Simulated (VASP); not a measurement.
WS2: single point with PBEsol

Crystal: WS2.

```
CELL_PARAMETERS angstrom
3.12883 0.00000 0.00000
-1.56441 2.70964 0.00000
0.00000 0.00000 12.06486
ATOMIC_POSITIONS crystal
W 0.33333 0.66667 0.25000
W 0.66667 0.33333 0.75000
S 0.33333 0.66667 0.61984
S 0.66667 0.33333 0.11984
S 0.33333 0.66667 0.88016
S 0.66667 0.33333 0.38016
```

```yaml
Program: VASP 6.6.1
Task: single point
Functional: PBEsol
Potentials_or_basis: VASP PAW PBE potentials, release 64 (W_sv, S)
Cutoff: 520 eV
k_mesh: 12 × 12 × 4
Occupations: gaussian, width 0.02 eV
Spin: no spin polarisation
```

```yaml
Pressure: 2.3 GPa
Largest_force: 0.020 eV/Å
Band_gap_on_the_k_mesh: 0.83 eV (least direct gap 1.90 eV)
```

Forces on the atoms (eV/Å):
```
W    0.000  0.000  0.000
W    0.000  0.000  0.000
S    0.000  0.000 -0.020
S    0.000  0.000 -0.020
S    0.000  0.000  0.020
S    0.000  0.000  0.020
```

Levels at points of the mesh, in eV from the valence-band top:
| k point | band 22 | band 23 | band 24 | band 25 | band 26 | band 27 | band 28 | band 29 | band 30 | band 31 |
| --- | --- | --- | --- | --- | --- | --- | --- | --- | --- | --- |
| (0.00, 0.00, 0.00) | -2.20 | -2.20 | -1.42 | -1.41 | 0.00 | 2.31 | 2.31 | 2.33 | 2.33 | 2.35 |
| (0.50, 0.00, 0.00) | -2.84 | -2.01 | -1.84 | -1.73 | -1.61 | 2.36 | 2.42 | 2.55 | 2.97 | 3.05 |
| (0.00, 0.00, 0.50) | -2.24 | -2.24 | -2.24 | -0.32 | -0.32 | 2.30 | 2.30 | 2.30 | 2.30 | 2.49 |
| (0.50, 0.00, 0.50) | -3.02 | -1.87 | -1.87 | -1.71 | -1.71 | 2.39 | 2.39 | 2.79 | 2.79 | 3.39 |

Run time: 110 s on 1 thread of Intel(R) Xeon(R) 6975P-C (Granite Rapids), with other jobs on the host, peak memory 0.31 GiB.

Caveat: the PAW data sets were made with another functional, which shifts forces and pressure a little; spin-orbit coupling is left out, which moves the levels of the heavy elements; this functional lacks dispersion, which binds the layers, so the pressure and a relaxed spacing across them are unreliable. A k mesh can miss the band edges.
